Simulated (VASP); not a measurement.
# HfC (NiAs type) (P6_3/mmc) in VASP: notebook, part 2 of 2

VASP 6.6.1. The steps go on from the part before.

## 3. Single point, PBE (12.52 Å³/atom)

INCAR

```
SYSTEM = HfC
PREC = Accurate ; ENCUT = 520
EDIFF = 1E-7 ; ISMEAR = -1
SIGMA = 0.05 ; LREAL = .False.
LASPH = .True. ; NELM = 100
ALGO = Normal ; ISIF = 2
LWAVE = .False. ; LCHARG = .False.
GGA = PE ; NBANDS = 22
```

KPOINTS

```
regular mesh
0
Gamma
  10 10 6
  0 0 0
```

POSCAR

```
HfC
1.0
    3.1930483247      0.0000000000      0.0000000000
   -1.5965241624      2.7652609647      0.0000000000
    0.0000000000      0.0000000000      5.6718182090
Hf C
2 2
Direct
    0.0000000000      0.0000000000      0.0000000000
    0.0000000000      0.0000000000      0.5000000000
    0.3333333333      0.6666666667      0.2500000000
    0.6666666667      0.3333333333      0.7500000000
```

Potentials or basis: VASP PAW PBE potentials, release 64 (Hf_pv, C).

On the command line:

```bash
cat potpaw_PBE.64/Hf_pv/POTCAR potpaw_PBE.64/C/POTCAR > POTCAR
mpirun -np 1 vasp_std > vasp.out
```

OUTCAR:

```text
SYSTEM = HfC
   PREC = Accurate
   ENCUT = 520
   EDIFF = 1E-7
   ISMEAR = -1
   LREAL = .False.
   LASPH = .True.
   NELM = 100
   ISIF = 2
   GGA = PE

 ion  position               nearest neighbor table
   1  0.000  0.000  0.000-   3 2.33   4 2.33   4 2.33   3 2.33   4 2.33   3 2.33   2 2.84   2 2.84

   2  0.000  0.000  0.500-   3 2.33   4 2.33   4 2.33   3 2.33   4 2.33   3 2.33   1 2.84   1 2.84

   3  0.333  0.667  0.250-   1 2.33   2 2.33   1 2.33   2 2.33   1 2.33   2 2.33
   4  0.667  0.333  0.750-   1 2.33   2 2.33   1 2.33   2 2.33   1 2.33   2 2.33

  LATTYP: Found a hexagonal cell.
 ALAT       =     3.1930483247
 C/A-ratio  =     1.7763020262

  Lattice vectors:

 A1 = (   3.1930483247,   0.0000000000,   0.0000000000)
 A2 = (  -1.5965241624,   2.7652609647,   0.0000000000)
 A3 = (   0.0000000000,   0.0000000000,   5.6718182090)

Analysis of symmetry for initial positions (statically):
=====================================================================
 Subroutine PRICEL returns:
 Original cell was already a primitive cell.

 Routine SETGRP: Setting up the symmetry group for a
 hexagonal supercell.

 Subroutine GETGRP returns: Found 24 space group operations
 (whereof 12 operations were pure point group operations)
 out of a pool of 24 trial point group operations.

The static configuration has the point symmetry D_3d.
 The point group associated with its full space group is D_6h.

Analysis of symmetry for dynamics (positions and initial velocities):
=====================================================================
 Subroutine PRICEL returns:
 Original cell was already a primitive cell.

 Routine SETGRP: Setting up the symmetry group for a
 hexagonal supercell.

 Subroutine GETGRP returns: Found 24 space group operations
 (whereof 12 operations were pure point group operations)
 out of a pool of 24 trial point group operations.

The dynamic configuration has the point symmetry D_3d.
 The point group associated with its full space group is D_6h.

 Subroutine INISYM returns: Found 24 space group operations
 (whereof 12 operations are pure point group operations),
 and found     1 'primitive' translations

----------------------------------------------------------------------------------------

                                     Primitive cell

  volume of cell :      50.0800

  direct lattice vectors                    reciprocal lattice vectors
     3.193048325  0.000000000  0.000000000     0.313180353  0.180814761  0.000000000
    -1.596524162  2.765260965  0.000000000     0.000000000  0.361629522  0.000000000
     0.000000000  0.000000000  5.671818209     0.000000000  0.000000000  0.176310305

  length of vectors
     3.193048325  3.193048325  5.671818209     0.361629522  0.361629522  0.176310305

  position of ions in fractional coordinates (direct lattice)
     0.000000000  0.000000000  0.000000000
     0.000000000  0.000000000  0.500000000
     0.333333333  0.666666667  0.250000000
     0.666666667  0.333333333  0.750000000

  ion indices of the primitive-cell ions
   primitive index   ion index
                 1           1
                 2           2
                 3           3
                 4           4

[... 20 lines left out ...]

 Subroutine IBZKPT returns following result:
 ===========================================

 Found     56 irreducible k-points:

 Following reciprocal coordinates:
            Coordinates               Weight
  0.000000  0.000000  0.000000      1.000000
  0.100000  0.000000  0.000000      6.000000
  0.200000  0.000000  0.000000      6.000000
  0.300000 -0.000000  0.000000      6.000000
  0.400000 -0.000000  0.000000      6.000000
  0.500000  0.000000  0.000000      3.000000
[... 16 lines left out ...]
  0.300000  0.100000  0.166667     24.000000
  0.400000  0.100000  0.166667     24.000000
 [... further k-points ...]
   k-points           NKPTS =     56   k-points in BZ     NKDIM =     56   number of bands    NBANDS=     22
   number of dos      NEDOS =    301   number of ions     NIONS =      4
   total plane-waves  NPLWV =  24192
   dimension x,y,z NGX =    24 NGY =   24 NGZ =   42
   dimension x,y,z NGXF=    48 NGYF=   48 NGZF=   84
   ions per type =               2   2
   NGX,Y,Z   is equivalent  to a cutoff of  12.50, 12.50, 12.31 a.u.
   NGXF,Y,Z  is equivalent  to a cutoff of  24.99, 24.99, 24.62 a.u.
 SYSTEM =  HfC
   PREC   = accura    normal or accurate (medium, high low for compatibility)
   ISTART =      0    job   : 0-new  1-cont  2-samecut
   ICHARG =      2    charge: 1-file 2-atom 10-const
   ISPIN  =      1    spin polarized calculation?
   LNONCOLLINEAR =      F non collinear calculations
   LSORBIT =      F    spin-orbit coupling
   LASPH  =      T    aspherical Exc in radial PAW
   ENCUT  =  520.0 eV  38.22 Ry    6.18 a.u.   5.94  5.94 10.55*2*pi/ulx,y,z
   NELM   =    100;   NELMIN=  2; NELMDL= -5     # of ELM steps
   EDIFF  = 0.1E-06   stopping-criterion for ELM
   LREAL  =      F    real-space projection
   EDIFFG = 0.1E-05   stopping-criterion for IOM
   NSW    =      0    number of steps for IOM
   IBRION =     -1    ionic relax: 0-MD 1-quasi-New 2-CG
   NFREE  =      0    steps in history (QN), initial steepest desc. (CG)
   ISIF   =      2    stress and relaxation
   ISYM   =      2    0-nonsym 1-usesym 2-fastsym
   POTIM  = 0.5000    time-step for ionic-motion
   TEBEG  =    0.0;   TEEND  =   0.0 temperature during run
   PSTRESS=    0.0 pullay stress
   NELECT =      28.0000    total number of electrons
   NUPDOWN=      -1.0000    fix difference up-down
   EMIN   =  10.00;   EMAX   =-10.00  energy-range for DOS
   EFERMI =   0.00;   METHOD = LEGACY
   ISMEAR =    -1;   SIGMA  =   0.05  broadening in eV -4-tet -1-fermi 0-gaus
   EFERMI_NEDOS =   21; number of points for ismear=-14 and -15
   IALGO  =     38    algorithm
   IMIX   =      4    mixing-type and parameters
     AMIX     =   0.40;   BMIX     =  1.00
     AMIX_MAG =   1.60;   BMIX_MAG =  1.00
  volume/ion in A,a.u.               =      12.52        84.49
  Fermi-wavevector in a.u.,A,eV,Ry     =   1.348672  2.548620 24.747841  1.818915
  Thomas-Fermi vector in A             =   2.476321
   LORBIT       =      0    0 simple, 1 ext, 2 COOP (PROOUT), +10 PAW based schemes
   GGA     = PE    functional components
   LHFCALC =     F    Hartree Fock is set to
   AEXX    =    0.0000 exact exchange contribution
   IVDW    =     0    specifies the selected vdW correction
   LEPSILON=     F    determine dielectric tensor
   LRPA    =     F    only Hartree local field effects (RPA)
 non-spin polarized calculation
  energy-cutoff  :      520.00
  volume of cell :       50.08
 maximum number of plane-waves:      1372
 NGX is ok and might be reduce to    24
   NGX = 11   NGY = 11   NGZ = 21

 number of electron      28.0000007 magnetization

 Free energy of the ion-electron system (eV)
  ---------------------------------------------------
  ext. energy  EPLUGINS =         0.00000000
  ---------------------------------------------------
  free energy    TOTEN  =       -39.83129021 eV

  energy without entropy =      -39.82369067  energy(sigma->0) =      -39.82749044

 E-fermi :   5.8335     XC(G=0): -12.2551

 val. band max:        5.7587396654   @ k =   0.2000   0.0000   0.1667
 cond. band min:       5.8806795530   @ k =   0.2000   0.1000   0.0000
 fundamental gap:      0.1219398876
 Fermi energy:         5.8334996778

 k-point     1 :       0.0000    0.0000    0.0000
  band No.  band energies     occupation
      1     -24.5766      2.00000
      2     -23.6916      2.00000
      3     -23.6916      2.00000
      4     -23.5574      2.00000
      5     -23.5574      2.00000
      6     -23.3047      2.00000
[... 589 lines left out ...]
     21      13.6375      0.00000
     22      14.1602      0.00000

 [... further k-points ...]

------------------------ aborting loop because EDIFF is reached ----------------------------------------

  FORCE on cell =-STRESS in cart. coord.  units (eV):
  Direction    XX          YY          ZZ          XY          YZ          ZX
  --------------------------------------------------------------------------------------
  -------------------------------------------------------------------------------------
  Total        4.3915759      4.3915759      4.2345346     -0.0000000      0.0000000     -0.0000000
  in kB      140.4970035    140.4970035    135.4728746     -0.0000000      0.0000000     -0.0000000
  external PRESSURE =     138.8222939 kB  Pullay stress =       0.0000000 kB

 VOLUME and BASIS-vectors are now :
 -----------------------------------------------------------------------------
  energy-cutoff  :      520.00
  volume of cell :       50.08
      direct lattice vectors                 reciprocal lattice vectors
     3.193048325  0.000000000  0.000000000     0.313180353  0.180814761  0.000000000
    -1.596524162  2.765260965  0.000000000     0.000000000  0.361629522  0.000000000
     0.000000000  0.000000000  5.671818209     0.000000000  0.000000000  0.176310305

 POSITION                                       TOTAL-FORCE (eV/Angst)
 -----------------------------------------------------------------------------------
      0.00000      0.00000      0.00000         0.000000      0.000000     -0.000000
      0.00000      0.00000      2.83591         0.000000      0.000000     -0.000000
     -0.00000      1.84351      1.41795        -0.000000     -0.000000     -0.000000
      1.59652      0.92175      4.25386         0.000000      0.000000      0.000000
 -----------------------------------------------------------------------------------
    total drift:                               -0.000000      0.000000      0.000000

  FREE ENERGIE OF THE ION-ELECTRON SYSTEM (eV)
  ---------------------------------------------------
  free  energy   TOTEN  =       -39.8312902126 eV

  energy  without entropy=      -39.8236906652  energy(sigma->0) =      -39.82749044
```

Run time: 35 s. Hardware: 1 thread of Intel Xeon Platinum 8488C (Sapphire Rapids), shared host; peak memory 0.19 GiB.

What came out:

```yaml
Free_energy: -39.8313 eV
Pressure: 13.9 GPa
Band_gap_on_the_k_mesh: zero (bands 14 and 15 overlap by 1.64 eV)
```

Caveat: the cell stands under pressure; spin-orbit coupling is left out, which moves the levels of the heavy elements.
